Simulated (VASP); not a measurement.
Crystal: LuHf4O.

```
Lu Hf O
1.0
     4.09726    0.00000    0.00000
     0.00000    4.09726    0.00000
     0.00000    0.00000    5.80142
Lu Hf O
1 4 1
Direct
  0.50000 0.50000 0.50000
  0.50000 0.00000 0.74581
  0.00000 0.50000 0.25419
  0.50000 0.00000 0.25419
  0.00000 0.50000 0.74581
  0.00000 0.00000 0.00000
```

The cell was built from a structure type or drawn by symmetry, and may not be a known phase.

| Quantity | Value |
| --- | --- |
| Program | VASP 6.6.1 |
| Task | relaxation of cell and atoms |
| Functional | PBE |
| Potentials or basis | VASP PAW PBE potentials, release 64 (Lu, Hf_pv, O) |
| Cutoff | 600 eV |
| k mesh | 4 × 4 × 4 |
| Occupations | gaussian, width 0.1 eV |
| Spin | no spin polarisation |

At the start: pressure 39.7 GPa; volume 16.23 Å³/atom.

**Question.** Where does the relaxation end?

**Answer.** Over 23 steps the energy falls by 928.0 meV/atom and the volume is 22.23 Å³/atom (+36.9 %); space group P4/mmm (No. 123, to 0.1 Å) before and after.

Step by step:
```csv
step,energy change (eV),largest force (eV/Å),pressure (GPa),volume (Å³)
1,0.0000,3.8408,39.67,97.39
2,-2.3342,0.0778,-12.18,165.64
3,-4.0171,0.6073,-1.53,131.80
4,-4.0194,0.6391,-0.95,130.89
5,-4.0189,0.6662,-0.53,130.15
6,-4.1841,0.7195,-0.18,129.18
7,-4.5704,0.6493,1.73,125.84
8,-4.9472,0.5412,11.31,117.39
9,-4.9901,0.5154,11.08,117.77
10,-5.0942,0.3976,10.55,118.90
11,-5.2041,0.0454,9.89,121.03
12,-5.2034,0.1399,9.60,121.88
13,-5.3129,0.0946,7.75,123.70
14,-5.5175,0.0263,2.86,129.25
15,-5.4554,0.1860,-4.45,140.80
16,-5.5607,0.1061,-0.48,133.90
17,-5.5609,0.1015,-0.28,133.58
18,-5.5609,0.0979,-0.13,133.34
19,-5.5631,0.0709,-0.09,133.28
20,-5.5672,0.0130,0.06,133.11
21,-5.5677,0.0518,0.12,133.03
22,-5.5679,0.0450,0.05,133.13
23,-5.5682,0.0299,-0.12,133.35
```

Final structure:
```
CELL_PARAMETERS angstrom
4.06351 0.00000 0.00000
0.00000 4.06351 0.00000
0.00000 0.00000 8.07616
ATOMIC_POSITIONS crystal
Lu 0.50000 0.50000 0.50000
Hf 0.50000 0.00000 0.82316
Hf 0.00000 0.50000 0.17684
Hf 0.50000 0.00000 0.17684
Hf 0.00000 0.50000 0.82316
O 0.00000 0.00000 0.00000
```

Caveat: the k points lie up to 0.39 Å⁻¹ apart in the final cell, too coarse for converged energies and pressures of a metal; the volume moved by over 15 % at a fixed basis, so the end points are rough; an odd number of electrons without spin polarisation forces a metal; a magnetic or distorted state may lie lower.
